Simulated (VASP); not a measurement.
# LiAl16 in VASP: further runs

Runs on LiAl16. Level: PBE. Tasks: single point.

Program: VASP 6.6.1. These are calculated values, not measurements. Logs are shortened: lines on timing, memory, paths and dates and some standing lists are left out, and cuts for length are marked.

## (1) The cell of the first run

The cell holds a slab with vacuum, 17 atoms: a = 8.100 Å, b = 5.728 Å, c = 16.296 Å, α = 90.00°, β = 90.00°, γ = 90.00°.

## (2) Single point, PBE

File INCAR:

```
  PREC = Accurate
  ENCUT = 520
  EDIFF = 1E-6
  ISMEAR = 0
  SIGMA = 0.05
  LREAL = Auto
  LASPH = True
  NELM = 80
  ALGO = Normal
  ISIF = 2
  LWAVE = False
  LCHARG = False
  GGA = PE
  NBANDS = 40
```

File KPOINTS:

```
regular mesh
0
Gamma
  3 4 1
```

File POSCAR:

```
LiAl16
1.0
    8.1000000000      0.0000000000      0.0000000000
    0.0000000000      5.7275650000      0.0000000000
    0.0000000000      0.0000000000     16.2956740000
Al Li
16 1
Direct
    0.2500000000      0.2499999564      0.0613659797
    0.7500000000      0.2499999564      0.0613659797
    0.2500000000      0.7500000436      0.0613659797
    0.7500000000      0.7500000436      0.0613659797
    0.0041119753      0.0024120198      0.1437210268
    0.4986887654      0.0018713013      0.1437428117
    0.0015813580      0.5039064594      0.1432907286
    0.5011090123      0.5034947661      0.1433749841
    0.2543433333      0.2547000340      0.2344781811
    0.7542962963      0.2540512417      0.2364220713
    0.2545177778      0.7508651582      0.2383727117
    0.7542565432      0.7633928205      0.2367266306
    0.0091813580      0.0103354567      0.3215226937
    0.5020748148      0.0105598103      0.3215640544
   -0.0031471605      0.5135898065      0.3182864360
    0.5140622222      0.5140329267      0.3185984820
    0.2551870370      0.3284565081      0.4050099431
```

Potentials or basis: VASP PAW PBE potentials, release 64 (Al, Li_sv).

Started as:

```
$ cat potpaw_PBE.64/Al/POTCAR potpaw_PBE.64/Li_sv/POTCAR > POTCAR
$ mpirun -np 1 vasp_std > vasp.out
```

OUTCAR:

```text
PREC = Accurate
   ENCUT = 520
   EDIFF = 1E-6
   ISMEAR = 0
   LREAL = Auto
   LASPH = True
   NELM = 80
   ISIF = 2
   GGA = PE

 ion  position               nearest neighbor table
   1  0.250  0.250  0.061-   5 2.79   6 2.81   7 2.82   9 2.82   8 2.83   3 2.86   3 2.86
   2  0.750  0.250  0.061-   8 2.82   6 2.82   5 2.84   7 2.84  10 2.85   4 2.86   4 2.86
   3  0.250  0.750  0.061-   7 2.80   5 2.80   8 2.81   6 2.82   1 2.86   1 2.86  11 2.88
   4  0.750  0.750  0.061-   8 2.80   7 2.81   6 2.83   5 2.85  12 2.86   2 2.86   2 2.86
   5  0.004  0.002  0.144-   1 2.79   3 2.80   2 2.84   4 2.85   7 2.86   7 2.87  12 2.88   9 2.90
                            13 2.90  10 2.91  11 2.93
   6  0.499  0.002  0.144-   1 2.81   3 2.82   2 2.82   4 2.83   8 2.85   9 2.86   8 2.87  11 2.89
                            14 2.90  12 2.91  10 2.94
   7  0.002  0.504  0.143-   3 2.80   4 2.81   1 2.82   2 2.84  15 2.85   5 2.86   5 2.87  10 2.89
                             9 2.90  12 2.92  11 2.93
   8  0.501  0.503  0.143-   4 2.80   3 2.81   2 2.82   1 2.83   6 2.85  16 2.86   9 2.87   6 2.87
                            11 2.90  10 2.92  12 2.96
   9  0.254  0.255  0.234-  17 2.81  13 2.81   1 2.82  14 2.83  11 2.84   6 2.86   8 2.87  11 2.89
                             5 2.90  15 2.90   7 2.90  16 2.92
  10  0.754  0.254  0.236-  16 2.79  15 2.80  12 2.81  14 2.84  13 2.85   2 2.85   7 2.89   5 2.91
                            12 2.92   8 2.92   6 2.94
  11  0.255  0.751  0.238-  15 2.81  16 2.82  13 2.83  14 2.84   9 2.84   3 2.88   9 2.89   6 2.89
                             8 2.90   5 2.93   7 2.93
  12  0.754  0.763  0.237-  16 2.76  15 2.77  10 2.81  14 2.84   4 2.86  13 2.86   5 2.88   6 2.91
                            10 2.92   7 2.92   8 2.96
  13  0.009  0.010  0.322-   9 2.81  11 2.83  15 2.85  10 2.85  12 2.86  15 2.88   5 2.90
  14  0.502  0.011  0.322-   9 2.83  10 2.84  11 2.84  12 2.84  16 2.85  16 2.89   6 2.90
  15  0.997  0.514  0.318-  17 2.74  12 2.77  10 2.80  11 2.81  13 2.85   7 2.85  13 2.88   9 2.90

  16  0.514  0.514  0.319-  17 2.74  12 2.76  10 2.79  11 2.82  14 2.85   8 2.86  14 2.89   9 2.92

  17  0.255  0.328  0.405-  15 2.74  16 2.74   9 2.81

  LATTYP: Found a simple orthorhombic cell.
 ALAT       =     5.7275650000
 B/A-ratio  =     1.4142135445
 C/A-ratio  =     2.8451312207

  Lattice vectors:

 A1 = (   0.0000000000,  -5.7275650000,   0.0000000000)
 A2 = (   8.1000000000,   0.0000000000,   0.0000000000)
 A3 = (   0.0000000000,   0.0000000000,  16.2956740000)

Analysis of symmetry for initial positions (statically):
=====================================================================
 Subroutine PRICEL returns:
 Original cell was already a primitive cell.

 Routine SETGRP: Setting up the symmetry group for a
 simple orthorhombic supercell.

 Subroutine GETGRP returns: Found  1 space group operations
 (whereof  1 operations were pure point group operations)
 out of a pool of  8 trial point group operations.

The static configuration has the point symmetry C_1 .

Analysis of symmetry for dynamics (positions and initial velocities):
=====================================================================
 Subroutine PRICEL returns:
 Original cell was already a primitive cell.

 Routine SETGRP: Setting up the symmetry group for a
 simple orthorhombic supercell.

 Subroutine GETGRP returns: Found  1 space group operations
 (whereof  1 operations were pure point group operations)
 out of a pool of  8 trial point group operations.

The dynamic configuration has the point symmetry C_1 .

 Subroutine INISYM returns: Found  1 space group operations
 (whereof  1 operations are pure point group operations),
 and found     1 'primitive' translations

----------------------------------------------------------------------------------------

                                     Primitive cell

  volume of cell :     756.0097

  direct lattice vectors                    reciprocal lattice vectors
     8.100000000  0.000000000  0.000000000     0.123456790  0.000000000  0.000000000
     0.000000000  5.727565000  0.000000000     0.000000000  0.174594265  0.000000000
     0.000000000  0.000000000 16.295674000     0.000000000  0.000000000  0.061365980

  length of vectors
     8.100000000  5.727565000 16.295674000     0.123456790  0.174594265  0.061365980

  position of ions in fractional coordinates (direct lattice)
     0.250000000  0.249999956  0.061365980
     0.750000000  0.249999956  0.061365980
     0.250000000  0.750000044  0.061365980
     0.750000000  0.750000044  0.061365980
     0.004111975  0.002412020  0.143721027
     0.498688765  0.001871301  0.143742812
[... 9 lines left out ...]
     0.514062222  0.514032927  0.318598482
     0.255187037  0.328456508  0.405009943

  ion indices of the primitive-cell ions
   primitive index   ion index
                 1           1
                 2           2
                 3           3
                 4           4
                 5           5
                 6           6
[... 9 lines left out ...]
                16          16
                17          17

----------------------------------------------------------------------------------------

 KPOINTS: regular mesh

Automatic generation of k-mesh.
 Grid dimensions read from file:
 generate k-points for:    3    4    1

 Generating k-lattice:

  Cartesian coordinates                     Fractional coordinates (reciprocal lattice)
     0.041152263  0.000000000  0.000000000     0.333333333  0.000000000  0.000000000
     0.000000000  0.043648566  0.000000000     0.000000000  0.250000000  0.000000000
     0.000000000  0.000000000  0.061365980     0.000000000  0.000000000  1.000000000

  Length of vectors
     0.041152263  0.043648566  0.061365980

  Shift w.r.t. Gamma in fractional coordinates (k-lattice)
     0.000000000  0.000000000  0.000000000

 Subroutine IBZKPT returns following result:
 ===========================================

 Found      7 irreducible k-points:

 Following reciprocal coordinates:
            Coordinates               Weight
  0.000000  0.000000  0.000000      1.000000
  0.333333  0.000000  0.000000      2.000000
  0.000000  0.250000  0.000000      2.000000
  0.333333  0.250000  0.000000      2.000000
 -0.333333  0.250000  0.000000      2.000000
  0.000000  0.500000  0.000000      1.000000
  0.333333  0.500000  0.000000      2.000000
   k-points           NKPTS =      7   k-points in BZ     NKDIM =      7   number of bands    NBANDS=     40
   number of dos      NEDOS =    301   number of ions     NIONS =     17
   total plane-waves  NPLWV = 362880
   dimension x,y,z NGX =    60 NGY =   48 NGZ =  126
   dimension x,y,z NGXF=   120 NGYF=   96 NGZF=  252
   ions per type =              16   1
   NGX,Y,Z   is equivalent  to a cutoff of  12.31, 13.93, 12.85 a.u.
   NGXF,Y,Z  is equivalent  to a cutoff of  24.63, 27.86, 25.71 a.u.
 SYSTEM =  unknown system
   PREC   = accura    normal or accurate (medium, high low for compatibility)
   ISTART =      0    job   : 0-new  1-cont  2-samecut
   ICHARG =      2    charge: 1-file 2-atom 10-const
   ISPIN  =      1    spin polarized calculation?
   LNONCOLLINEAR =      F non collinear calculations
   LSORBIT =      F    spin-orbit coupling
   LASPH  =      T    aspherical Exc in radial PAW
   ENCUT  =  520.0 eV  38.22 Ry    6.18 a.u.  15.06 10.65 30.30*2*pi/ulx,y,z
   NELM   =     80;   NELMIN=  2; NELMDL= -5     # of ELM steps
   EDIFF  = 0.1E-05   stopping-criterion for ELM
   LREAL  =      T    real-space projection
   EDIFFG = 0.1E-04   stopping-criterion for IOM
   NSW    =      0    number of steps for IOM
   IBRION =     -1    ionic relax: 0-MD 1-quasi-New 2-CG
   NFREE  =      0    steps in history (QN), initial steepest desc. (CG)
   ISIF   =      2    stress and relaxation
   ISYM   =      2    0-nonsym 1-usesym 2-fastsym
   POTIM  = 0.5000    time-step for ionic-motion
   TEBEG  =    0.0;   TEEND  =   0.0 temperature during run
   PSTRESS=    0.0 pullay stress
   NELECT =      51.0000    total number of electrons
   NUPDOWN=      -1.0000    fix difference up-down
   EMIN   =  10.00;   EMAX   =-10.00  energy-range for DOS
   EFERMI =   0.00;   METHOD = LEGACY
   ISMEAR =     0;   SIGMA  =   0.05  broadening in eV -4-tet -1-fermi 0-gaus
   EFERMI_NEDOS =   21; number of points for ismear=-14 and -15
   IALGO  =     38    algorithm
   IMIX   =      4    mixing-type and parameters
     AMIX     =   0.40;   BMIX     =  1.00
     AMIX_MAG =   1.60;   BMIX_MAG =  1.00
  volume/ion in A,a.u.               =      44.47       300.11
  Fermi-wavevector in a.u.,A,eV,Ry     =   0.666432  1.259374  6.042775  0.444131
  Thomas-Fermi vector in A             =   1.740731
   LORBIT       =      0    0 simple, 1 ext, 2 COOP (PROOUT), +10 PAW based schemes
   GGA     = PE    functional components
   LHFCALC =     F    Hartree Fock is set to
   AEXX    =    0.0000 exact exchange contribution
   IVDW    =     0    specifies the selected vdW correction
   LEPSILON=     F    determine dielectric tensor
   LRPA    =     F    only Hartree local field effects (RPA)
 non-spin polarized calculation
 Gauss-broadening in eV      SIGMA  =   0.05
  energy-cutoff  :      520.00
  volume of cell :      756.01
 maximum number of plane-waves:     20387
   NGX = 31   NGY = 21   NGZ = 61

 number of electron      50.9999998 magnetization

 Free energy of the ion-electron system (eV)
  ---------------------------------------------------
  ext. energy  EPLUGINS =         0.00000000
  ---------------------------------------------------
  free energy    TOTEN  =       -56.78928766 eV

  energy without entropy =      -56.77627341  energy(sigma->0) =      -56.78278054

 E-fermi :   0.5436     XC(G=0):  -4.9387

 val. band max:        0.5369836158   @ k =   0.0000   0.2500   0.0000
 cond. band min:       0.5505930633   @ k =   0.3333   0.0000   0.0000
 fundamental gap:      0.0136094475
 Fermi energy:         0.5436264766

 k-point     1 :       0.0000    0.0000    0.0000
  band No.  band energies     occupation
      1     -46.8018      2.00000
      2      -9.6952      2.00000
      3      -7.5010      2.00000
      4      -7.4729      2.00000
      5      -7.3200      2.00000
      6      -5.2985      2.00000
[... 29 lines left out ...]
     36       2.5370      0.00000
     37       2.5779      0.00000
[... 208 lines left out ...]
      6      -5.9955      2.00000
[... 29 lines left out ...]
     36       3.2015      0.00000
     37       3.2458      0.00000
 [bands above 37 left out]

------------------------ aborting loop because EDIFF is reached ----------------------------------------

  FORCE on cell =-STRESS in cart. coord.  units (eV):
  Direction    XX          YY          ZZ          XY          YZ          ZX
  --------------------------------------------------------------------------------------
  -------------------------------------------------------------------------------------
  Total       -7.9184982     -9.3431195     -0.0538023      0.0652943     -0.7824023     -0.0891610
  in kB      -16.7813165    -19.8004524     -0.1140207      0.1383753     -1.6581099     -0.1889548
  external PRESSURE =     -12.2319299 kB  Pullay stress =       0.0000000 kB

 VOLUME and BASIS-vectors are now :
 -----------------------------------------------------------------------------
  energy-cutoff  :      520.00
  volume of cell :      756.01
      direct lattice vectors                 reciprocal lattice vectors
     8.100000000  0.000000000  0.000000000     0.123456790  0.000000000  0.000000000
     0.000000000  5.727565000  0.000000000     0.000000000  0.174594265  0.000000000
     0.000000000  0.000000000 16.295674000     0.000000000  0.000000000  0.061365980

 POSITION                                       TOTAL-FORCE (eV/Angst)
 -----------------------------------------------------------------------------------
      2.02500      1.43189      1.00000         0.005591      0.018578     -0.083474
      6.07500      1.43189      1.00000         0.006403      0.027711      0.040747
      2.02500      4.29567      1.00000         0.008324      0.033200     -0.004612
      6.07500      4.29567      1.00000         0.001284      0.038609      0.051420
      0.03331      0.01382      2.34203        -0.004189      0.002418      0.001642
      4.03938      0.01072      2.34239         0.006428     -0.000054      0.000192
[... 9 lines left out ...]
      4.16390      2.94416      5.19178        -0.027077      0.009930      0.004539
      2.06701      1.88126      6.59991        -0.002741     -0.171047      0.001738
 -----------------------------------------------------------------------------------
    total drift:                               -0.005375     -0.006589      0.000354

  FREE ENERGIE OF THE ION-ELECTRON SYSTEM (eV)
  ---------------------------------------------------
  free  energy   TOTEN  =       -56.7892876604 eV

  energy  without entropy=      -56.7762734139  energy(sigma->0) =      -56.78278054
```

Run time: 3.4 min. Hardware: 1 thread of AMD EPYC 9R45 (Zen 5), shared host; peak memory 0.69 GiB.

Results:

| Item | Value |
| --- | --- |
| Free energy | -56.7893 eV |
| Largest force | 0.171 eV/Å |

Forces in eV/Å, atoms in the order of the input:
```
Al   0.006  0.019 -0.083
Al   0.006  0.028  0.041
Al   0.008  0.033 -0.005
Al   0.001  0.039  0.051
Al  -0.004  0.002  0.002
Al   0.006  0.000  0.000
Al  -0.003  0.002 -0.001
Al  -0.001  0.001 -0.003
Al  -0.002  0.001 -0.016
Al  -0.004  0.009  0.012
Al  -0.002  0.008 -0.016
Al  -0.003  0.002  0.020
Al   0.010  0.003 -0.004
Al  -0.014  0.003 -0.008
Al   0.024  0.010  0.003
Al  -0.027  0.010  0.005
Li  -0.003 -0.171  0.002
```

Caveat: the cutoff is under 1.25 times the usual one of these potentials, so pressure, stress and relaxed cells hold a basis-set (Pulay) error.

[end of part 1 of 2]
